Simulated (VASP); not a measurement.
# CaGaC4N4 (P4/mmm) in VASP: a series of runs

CaGaC4N4 is run at these levels: PBE; tasks: relaxation of cell and atoms, single point.

Program: VASP 6.6.1. These are calculated values, not measurements. Logs are shortened: lines on timing, memory, paths and dates and some standing lists are left out, and cuts for length are marked.

### Step 1. The cell of the first run

The structure is tetragonal, space group P4/mmm (No. 123). The conventional cell has a = 7.440 Å, b = 7.440 Å, c = 4.102 Å, α = 90.00°, β = 90.00°, γ = 90.00°. Ca (site symmetry 4/mmm) has 4 C at 2.11 Å within 2.8 Å. Ga (site symmetry 4/mmm) has 4 N at 1.99 Å within 2.6 Å. C (site symmetry m2m) has 1 N at 1.17 Å within 1.6 Å. N (site symmetry m2m) has 1 C at 1.17 Å within 1.6 Å.

### Step 2. Relaxation of cell and atoms, PBE

File INCAR:

```
  PREC = Accurate
  ENCUT = 600
  EDIFF = 1E-6
  ISMEAR = 0
  SIGMA = 0.1
  LREAL = F
  LASPH = T
  NELM = 100
  ALGO = Normal
  ISIF = 3
  LWAVE = F
  LCHARG = F
  GGA = PE
  IBRION = 2
  NSW = 90
  EDIFFG = -0.04
```

File KPOINTS:

```
Automatic mesh
0
Gamma
  4 4 4
```

File POSCAR:

```
CaGaC4N4
1.0
    7.4401775500      0.0000000000      0.0000000000
    0.0000000000      7.4401775500      0.0000000000
    0.0000000000      0.0000000000      4.1016666500
Ca Ga C N
1 1 4 4
Direct
    0.0000000000      0.0000000000      0.0000000000
    0.5000000000      0.5000000000      0.0000000000
    0.2001520600      0.7998479400      0.0000000000
    0.7998479400      0.2001520600      0.0000000000
    0.2001520600      0.2001520600      0.0000000000
    0.7998479400      0.7998479400      0.0000000000
    0.3113476500      0.6886523500      0.0000000000
    0.6886523500      0.3113476500      0.0000000000
    0.3113476500      0.3113476500      0.0000000000
    0.6886523500      0.6886523500      0.0000000000
```

Potentials or basis: VASP PAW PBE potentials, release 64 (Ca_sv, Ga_d, C, N).

On the command line:

```bash
$ cat potpaw_PBE.64/Ca_sv/POTCAR potpaw_PBE.64/Ga_d/POTCAR potpaw_PBE.64/C/POTCAR potpaw_PBE.64/N/POTCAR > POTCAR
$ mpirun -np 1 vasp_std > vasp.out
```

OUTCAR:

```text
PREC = Accurate
   ENCUT = 600
   EDIFF = 1E-6
   ISMEAR = 0
   LREAL = F
   LASPH = T
   NELM = 100
   ISIF = 3
   GGA = PE
   IBRION = 2
   NSW = 90
   EDIFFG = -0.04

 ion  position               nearest neighbor table
   1  0.000  0.000  0.000-   3 2.11   4 2.11   5 2.11   6 2.11
   2  0.500  0.500  0.000-   7 1.99   8 1.99   9 1.99  10 1.99
   3  0.200  0.800  0.000-   7 1.17   1 2.11
   4  0.800  0.200  0.000-   8 1.17   1 2.11
   5  0.200  0.200  0.000-   9 1.17   1 2.11
   6  0.800  0.800  0.000-  10 1.17   1 2.11
   7  0.311  0.689  0.000-   3 1.17   2 1.99
   8  0.689  0.311  0.000-   4 1.17   2 1.99
   9  0.311  0.311  0.000-   5 1.17   2 1.99
  10  0.689  0.689  0.000-   6 1.17   2 1.99

  LATTYP: Found a simple tetragonal cell.
 ALAT       =     7.4401775500
 C/A-ratio  =     0.5512861249

  Lattice vectors:

 A1 = (   7.4401775500,   0.0000000000,   0.0000000000)
 A2 = (   0.0000000000,   7.4401775500,   0.0000000000)
 A3 = (   0.0000000000,   0.0000000000,   4.1016666500)

Analysis of symmetry for initial positions (statically):
=====================================================================
 Subroutine PRICEL returns:
 Original cell was already a primitive cell.

 Routine SETGRP: Setting up the symmetry group for a
 simple tetragonal supercell.

 Subroutine GETGRP returns: Found 16 space group operations
 (whereof 16 operations were pure point group operations)
 out of a pool of 16 trial point group operations.

The static configuration has the point symmetry D_4h.

Analysis of symmetry for dynamics (positions and initial velocities):
=====================================================================
 Subroutine PRICEL returns:
 Original cell was already a primitive cell.

 Routine SETGRP: Setting up the symmetry group for a
 simple tetragonal supercell.

 Subroutine GETGRP returns: Found 16 space group operations
 (whereof 16 operations were pure point group operations)
 out of a pool of 16 trial point group operations.

The dynamic configuration has the point symmetry D_4h.

 Subroutine INISYM returns: Found 16 space group operations
 (whereof 16 operations are pure point group operations),
 and found     1 'primitive' translations

----------------------------------------------------------------------------------------

                                     Primitive cell

  volume of cell :     227.0529

  direct lattice vectors                    reciprocal lattice vectors
     7.440177550  0.000000000  0.000000000     0.134405395  0.000000000  0.000000000
     0.000000000  7.440177550  0.000000000     0.000000000  0.134405395  0.000000000
     0.000000000  0.000000000  4.101666650     0.000000000  0.000000000  0.243803333

  length of vectors
     7.440177550  7.440177550  4.101666650     0.134405395  0.134405395  0.243803333

  position of ions in fractional coordinates (direct lattice)
     0.000000000  0.000000000  0.000000000
     0.500000000  0.500000000  0.000000000
     0.200152060  0.799847940  0.000000000
     0.799847940  0.200152060  0.000000000
     0.200152060  0.200152060  0.000000000
     0.799847940  0.799847940  0.000000000
     0.311347650  0.688652350  0.000000000
     0.688652350  0.311347650  0.000000000
     0.311347650  0.311347650  0.000000000
     0.688652350  0.688652350  0.000000000

  ion indices of the primitive-cell ions
   primitive index   ion index
                 1           1
                 2           2
                 3           3
                 4           4
                 5           5
                 6           6
                 7           7
                 8           8
                 9           9
                10          10

----------------------------------------------------------------------------------------

 KPOINTS: Automatic mesh

Automatic generation of k-mesh.
 Grid dimensions read from file:
 generate k-points for:    4    4    4

 Generating k-lattice:

  Cartesian coordinates                     Fractional coordinates (reciprocal lattice)
     0.033601349  0.000000000  0.000000000     0.250000000  0.000000000  0.000000000
     0.000000000  0.033601349  0.000000000     0.000000000  0.250000000  0.000000000
     0.000000000  0.000000000  0.060950833     0.000000000  0.000000000  0.250000000

  Length of vectors
     0.033601349  0.033601349  0.060950833

  Shift w.r.t. Gamma in fractional coordinates (k-lattice)
     0.000000000  0.000000000  0.000000000

 Subroutine IBZKPT returns following result:
 ===========================================

 Found     18 irreducible k-points:

 Following reciprocal coordinates:
            Coordinates               Weight
  0.000000  0.000000  0.000000      1.000000
  0.250000  0.000000  0.000000      4.000000
  0.500000  0.000000  0.000000      2.000000
  0.250000  0.250000  0.000000      4.000000
  0.500000  0.250000  0.000000      4.000000
  0.500000  0.500000  0.000000      1.000000
[... 10 lines left out ...]
  0.500000  0.250000  0.500000      4.000000
  0.500000  0.500000  0.500000      1.000000
   k-points           NKPTS =     18   k-points in BZ     NKDIM =     18   number of bands    NBANDS=     35
   number of dos      NEDOS =    301   number of ions     NIONS =     10
   total plane-waves  NPLWV = 129600
   dimension x,y,z NGX =    60 NGY =   60 NGZ =   36
   dimension x,y,z NGXF=   120 NGYF=  120 NGZF=   72
   ions per type =               1   1   4   4
   NGX,Y,Z   is equivalent  to a cutoff of  13.41, 13.41, 14.59 a.u.
   NGXF,Y,Z  is equivalent  to a cutoff of  26.81, 26.81, 29.18 a.u.
 SYSTEM =  unknown system
   PREC   = accura    normal or accurate (medium, high low for compatibility)
   ISTART =      0    job   : 0-new  1-cont  2-samecut
   ICHARG =      2    charge: 1-file 2-atom 10-const
   ISPIN  =      1    spin polarized calculation?
   LNONCOLLINEAR =      F non collinear calculations
   LSORBIT =      F    spin-orbit coupling
   LASPH  =      T    aspherical Exc in radial PAW
   ENCUT  =  600.0 eV  44.10 Ry    6.64 a.u.  14.86 14.86  8.19*2*pi/ulx,y,z
   NELM   =    100;   NELMIN=  2; NELMDL= -5     # of ELM steps
   EDIFF  = 0.1E-05   stopping-criterion for ELM
   LREAL  =      F    real-space projection
   EDIFFG = -.4E-01   stopping-criterion for IOM
   NSW    =     90    number of steps for IOM
   IBRION =      2    ionic relax: 0-MD 1-quasi-New 2-CG
   NFREE  =      1    steps in history (QN), initial steepest desc. (CG)
   ISIF   =      3    stress and relaxation
   ISYM   =      2    0-nonsym 1-usesym 2-fastsym
   POTIM  = 0.5000    time-step for ionic-motion
   TEBEG  =    0.0;   TEEND  =   0.0 temperature during run
   PSTRESS=    0.0 pullay stress
   NELECT =      59.0000    total number of electrons
   NUPDOWN=      -1.0000    fix difference up-down
   EMIN   =  10.00;   EMAX   =-10.00  energy-range for DOS
   EFERMI =   0.00;   METHOD = LEGACY
   ISMEAR =     0;   SIGMA  =   0.10  broadening in eV -4-tet -1-fermi 0-gaus
   EFERMI_NEDOS =   21; number of points for ismear=-14 and -15
   IALGO  =     38    algorithm
   IMIX   =      4    mixing-type and parameters
     AMIX     =   0.40;   BMIX     =  1.00
     AMIX_MAG =   1.60;   BMIX_MAG =  1.00
  volume/ion in A,a.u.               =      22.71       153.22
  Fermi-wavevector in a.u.,A,eV,Ry     =   1.044680  1.974158 14.848797  1.091356
  Thomas-Fermi vector in A             =   2.179443
   LORBIT       =      0    0 simple, 1 ext, 2 COOP (PROOUT), +10 PAW based schemes
   GGA     = PE    functional components
   LHFCALC =     F    Hartree Fock is set to
   AEXX    =    0.0000 exact exchange contribution
   IVDW    =     0    specifies the selected vdW correction
   LEPSILON=     F    determine dielectric tensor
   LRPA    =     F    only Hartree local field effects (RPA)
 conjugate gradient relaxation of ions
 non-spin polarized calculation
 Gauss-broadening in eV      SIGMA  =   0.10
  energy-cutoff  :      600.00
  volume of cell :      227.05
 maximum number of plane-waves:      7604
 NGX is ok and might be reduce to    60
   NGX = 29   NGY = 29   NGZ = 17

--------------------------------------- Ionic step        1  -------------------------------------------

 number of electron      58.9999994 magnetization

 Free energy of the ion-electron system (eV)
  ---------------------------------------------------
  ext. energy  EPLUGINS =         0.00000000
  ---------------------------------------------------
  free energy    TOTEN  =       -68.67756116 eV

  energy without entropy =      -68.66052899  energy(sigma->0) =      -68.66904508

------------------------ aborting loop because EDIFF is reached ----------------------------------------

  FORCE on cell =-STRESS in cart. coord.  units (eV):
  Direction    XX          YY          ZZ          XY          YZ          ZX
  --------------------------------------------------------------------------------------
  -------------------------------------------------------------------------------------
  Total       19.1023359     19.1023359     -1.0377025      0.0000000      0.0000000     -0.0000000
  in kB      134.7938570    134.7938570     -7.3224513      0.0000000      0.0000000     -0.0000000
  external PRESSURE =      87.4217542 kB  Pullay stress =       0.0000000 kB
[... 113 lines left out ...]
  FREE ENERGIE OF THE ION-ELECTRON SYSTEM (eV)
  ---------------------------------------------------
  free  energy   TOTEN  =       -71.0724137736 eV

  energy  without entropy=      -71.0484409562  energy(sigma->0) =      -71.06042736

 E-fermi :  -0.0873     XC(G=0):  -6.3147

 val. band max:       -0.0877776351   @ k =   0.5000   0.0000   0.2500
 cond. band min:      -0.0267836166   @ k =   0.5000   0.2500   0.2500
 fundamental gap:      0.0609940185
 Fermi energy:        -0.0873389888

 k-point     1 :       0.0000    0.0000    0.0000
  band No.  band energies     occupation
      1     -41.8680      2.00000
      2     -23.1363      2.00000
      3     -22.8031      2.00000
      4     -22.8031      2.00000
      5     -19.1779      2.00000
      6     -19.0162      2.00000
[... 673 lines left out ...]
     34       1.0271      0.00000
     35       1.6314      0.00000

[... ionic steps 4 to 16 ...]

--------------------------------------- Ionic step       17  -------------------------------------------

 number of electron      58.9999989 magnetization

------------------------ aborting loop because EDIFF is reached ----------------------------------------

  FORCE on cell =-STRESS in cart. coord.  units (eV):
  Direction    XX          YY          ZZ          XY          YZ          ZX
  --------------------------------------------------------------------------------------
  -------------------------------------------------------------------------------------
  Total       -0.1943496     -0.1943496     -0.3998270      0.0000000      0.0000000      0.0000000
  in kB       -1.2266352     -1.2266352     -2.5235027      0.0000000      0.0000000      0.0000000
  external PRESSURE =      -1.6589244 kB  Pullay stress =       0.0000000 kB
[... 73 lines left out ...]
  energy  without entropy=      -71.5126872890  energy(sigma->0) =      -71.52034700

--------------------------------------- Ionic step       19  -------------------------------------------

 number of electron      58.9999990 magnetization

 Free energy of the ion-electron system (eV)
  ---------------------------------------------------
  ext. energy  EPLUGINS =         0.00000000
  ---------------------------------------------------
  free energy    TOTEN  =       -71.52819360 eV

  energy without entropy =      -71.51283285  energy(sigma->0) =      -71.52051323

 E-fermi :   0.3072     XC(G=0):  -6.4605

 val. band max:        0.3030009236   @ k =   0.5000   0.0000   0.2500
 cond. band min:       0.4230214909   @ k =   0.5000   0.2500   0.2500
 fundamental gap:      0.1200205672
 Fermi energy:         0.3071714191

 k-point     1 :       0.0000    0.0000    0.0000
  band No.  band energies     occupation
      1     -41.7704      2.00000
      2     -23.0119      2.00000
      3     -22.6886      2.00000
      4     -22.6886      2.00000
      5     -19.2145      2.00000
      6     -18.9488      2.00000
[... 710 lines left out ...]
  FREE ENERGIE OF THE ION-ELECTRON SYSTEM (eV)
  ---------------------------------------------------
  free  energy   TOTEN  =       -71.5281935995 eV

  energy  without entropy=      -71.5128328511  energy(sigma->0) =      -71.52051323

 reached required accuracy - stopping structural energy minimisation
```

It took 21 min on 1 thread of Intel Xeon 6975P-C (Granite Rapids), shared host; peak memory 0.48 GiB.

Results:

```
Free energy                           : -71.5282 eV
Relaxed volume                        : 25.32 Å³/atom
Relaxed cell                          : a = 7.943 Å, b = 7.943 Å, c = 4.013 Å, α = 90.00°, β = 90.00°, γ = 90.00°
Space group after relaxing (to 0.1 Å) : P4/mmm (No. 123)
Energy gained by relaxing             : 285.1 meV/atom
Ionic steps                           : 19
Pressure after relaxing               : 0.0 GPa
Largest force after relaxing          : 0.027 eV/Å
Band gap on the k mesh                : zero (an odd number of electrons rules out a gap without spin polarisation)
```

Forces in eV/Å, atoms in the order of the input:
```
Ca   0.000  0.000  0.000
Ga   0.000  0.000  0.000
C   -0.001  0.001  0.000
C    0.001 -0.001  0.000
C   -0.001 -0.001  0.000
C    0.001  0.001  0.000
N   -0.019  0.019  0.000
N    0.019 -0.019  0.000
N   -0.019 -0.019  0.000
N    0.019  0.019  0.000
```

The path:
| step | energy change (eV) | largest force (eV/Å) | pressure (GPa) | volume (Å³) |
| --- | --- | --- | --- | --- |
| 1 | 0.0000 | 3.6229 | 8.74 | 227.05 |
| 2 | -2.3639 | 2.8309 | -0.10 | 269.47 |
| 3 | -2.3949 | 2.7019 | 0.35 | 263.89 |
| 4 | 2.1884 | 10.7459 | -12.73 | 278.86 |
| 5 | -2.4814 | 1.3369 | -2.30 | 265.44 |
| 6 | -2.4866 | 0.9426 | -1.90 | 265.14 |
| 7 | -2.4868 | 0.8299 | -1.78 | 265.06 |
| 8 | -2.7202 | 0.7232 | -1.15 | 258.42 |
| 9 | -2.8222 | 0.6023 | 0.16 | 251.65 |
| 10 | -2.5089 | 4.6697 | 4.44 | 251.14 |
| 11 | -2.8283 | 0.2006 | 0.66 | 251.59 |
| 12 | -2.8463 | 0.1481 | -0.07 | 254.39 |
| 13 | -2.8468 | 0.1357 | -0.23 | 255.06 |
| 14 | -2.8473 | 0.3854 | -0.48 | 254.32 |
| 15 | -2.8481 | 0.2179 | -0.37 | 254.65 |
| 16 | -2.8491 | 0.1726 | -0.27 | 254.35 |
| 17 | -2.8502 | 0.0952 | -0.17 | 253.85 |
| 18 | -2.8504 | 0.0587 | 0.10 | 252.85 |
| 19 | -2.8506 | 0.0274 | 0.01 | 253.22 |

Final structure:
```yaml
crystal:
  lattice:
    - [7.94308, 0.00000, 0.00000]
    - [0.00000, 7.94308, 0.00000]
    - [0.00000, 0.00000, 4.01346]
  atoms:
    - { symbol: Ca, position: [0.00000, 0.00000, 0.00000] }
    - { symbol: Ga, position: [0.50000, 0.50000, 0.00000] }
    - { symbol: C, position: [0.22221, 0.77779, 0.00000] }
    - { symbol: C, position: [0.77779, 0.22221, 0.00000] }
    - { symbol: C, position: [0.22221, 0.22221, 0.00000] }
    - { symbol: C, position: [0.77779, 0.77779, 0.00000] }
    - { symbol: N, position: [0.32684, 0.67316, 0.00000] }
    - { symbol: N, position: [0.67316, 0.32684, 0.00000] }
    - { symbol: N, position: [0.32684, 0.32684, 0.00000] }
    - { symbol: N, position: [0.67316, 0.67316, 0.00000] }
```

Caveat: the k points lie up to 0.39 Å⁻¹ apart in the final cell, too coarse for converged energies and pressures of a metal.

### Step 3. Single point, PBE, collinear spin, ferromagnetic start

This run uses another cell than the first one, of 24.58 Å³/atom.

File INCAR:

```
ALGO = Normal
EDIFF = 1E-6
ENCUT = 520
GGA = PE
ISIF = 2
ISMEAR = 0
ISPIN = 2
LASPH = True
LCHARG = False
LORBIT = 11
LREAL = False
LWAVE = False
MAGMOM = 0 0 1 1 1 1 1 1 1 1
NBANDS = 44
NELM = 150
PREC = Accurate
SIGMA = 0.1
```

File KPOINTS:

```
k-points
0
Gamma
  2 2 4
```

File POSCAR:

```
CaGaC4N4
1.0
    7.9402283278      0.0000000000      0.0000000000
    0.0000000000      7.9402283278      0.0000000000
    0.0000000000      0.0000000000      3.8985973204
Ca Ga C N
1 1 4 4
Direct
    0.0000000000      0.0000000000      0.0000000000
    0.5000000000      0.5000000000      0.0000000000
    0.2220209949      0.7779790051      0.0000000000
    0.7779790051      0.2220209949      0.0000000000
    0.2220209949      0.2220209949      0.0000000000
    0.7779790051      0.7779790051      0.0000000000
    0.3263836829      0.6736163171      0.0000000000
    0.6736163171      0.3263836829      0.0000000000
    0.3263836829      0.3263836829      0.0000000000
    0.6736163171      0.6736163171      0.0000000000
```

Potentials or basis: VASP PAW PBE potentials, release 64 (Ca_sv, Ga_d, C, N).

On the command line:

```bash
$ cat potpaw_PBE.64/Ca_sv/POTCAR potpaw_PBE.64/Ga_d/POTCAR potpaw_PBE.64/C/POTCAR potpaw_PBE.64/N/POTCAR > POTCAR
$ mpirun -np 1 vasp_std > vasp.out
```

Wall time 2.1 min (1 thread of Intel Xeon 6975P-C (Granite Rapids), shared host); peak memory 0.49 GiB.

It converged, with:

| Property | Result |
| --- | --- |
| Free energy | -71.5374 eV |
| Pressure | 0.4 GPa |
| Largest force | 0.341 eV/Å |
| Net moment | 0.19 μB per cell |
| Site moments | Ca +0.01; Ga +0.05; C +0.01; N -0.00 μB |
| Valence electrons inside the program's atomic spheres | Ca 8.12; Ga 11.62; C 2.55; N 3.91 |

Forces in eV/Å, atoms in the order of the input:
```
Ca   0.000  0.000  0.000
Ga   0.000  0.000  0.000
C   -0.235  0.235  0.000
C    0.235 -0.235  0.000
C   -0.235 -0.235  0.000
C    0.235  0.235  0.000
N    0.241 -0.241  0.000
N   -0.241  0.241  0.000
N    0.241  0.241  0.000
N   -0.241 -0.241  0.000
```

Stress tensor (GPa, compression positive):
```
 0.59  0.00  0.00
 0.00  0.59  0.00
 0.00  0.00 -0.07
```

Levels at points of the mesh, in eV from the Fermi level:
Spin up:
```csv
k point,band 27,band 28,band 29,band 30,band 31,band 32,band 33,band 34
"(0.00, 0.00, 0.00)",-4.87,-4.64,-4.44,0.28,0.63,1.07,1.60,2.20
"(0.50, 0.00, 0.00)",-4.82,-4.79,-4.25,0.31,1.02,1.11,1.38,2.10
"(0.50, 0.50, 0.00)",-4.91,-4.55,-4.55,0.32,1.08,1.40,1.84,2.21
"(0.00, 0.00, 0.50)",-4.63,-4.60,-4.30,-0.88,0.76,0.76,0.96,1.81
"(0.50, 0.00, 0.50)",-4.74,-4.67,-4.05,-0.78,0.64,0.92,1.33,1.73
"(0.50, 0.50, 0.50)",-4.81,-4.38,-4.38,-0.46,0.77,0.77,0.82,1.70
```
Spin down:
| k point | band 25 | band 26 | band 27 | band 28 | band 29 | band 30 | band 31 | band 32 | band 33 | band 34 |
| --- | --- | --- | --- | --- | --- | --- | --- | --- | --- | --- |
| (0.00, 0.00, 0.00) | -4.88 | -4.88 | -4.86 | -4.64 | -4.43 | 0.27 | 0.64 | 1.25 | 1.69 | 2.23 |
| (0.50, 0.00, 0.00) | -4.99 | -4.89 | -4.81 | -4.79 | -4.24 | 0.29 | 1.03 | 1.29 | 1.45 | 2.12 |
| (0.50, 0.50, 0.00) | -5.02 | -4.92 | -4.90 | -4.54 | -4.54 | 0.30 | 1.26 | 1.40 | 1.94 | 2.23 |
| (0.00, 0.00, 0.50) | -5.10 | -4.62 | -4.62 | -4.60 | -4.29 | -0.73 | 0.78 | 0.78 | 0.96 | 1.90 |
| (0.50, 0.00, 0.50) | -5.09 | -4.87 | -4.73 | -4.66 | -4.04 | -0.62 | 0.66 | 0.94 | 1.34 | 1.82 |
| (0.50, 0.50, 0.50) | -5.10 | -4.85 | -4.81 | -4.36 | -4.36 | -0.26 | 0.79 | 0.79 | 0.83 | 1.70 |

Caveat: the k points lie up to 0.40 Å⁻¹ apart.

The gap in the log of VASP goes by the Fermi energy; the results here count the filled bands.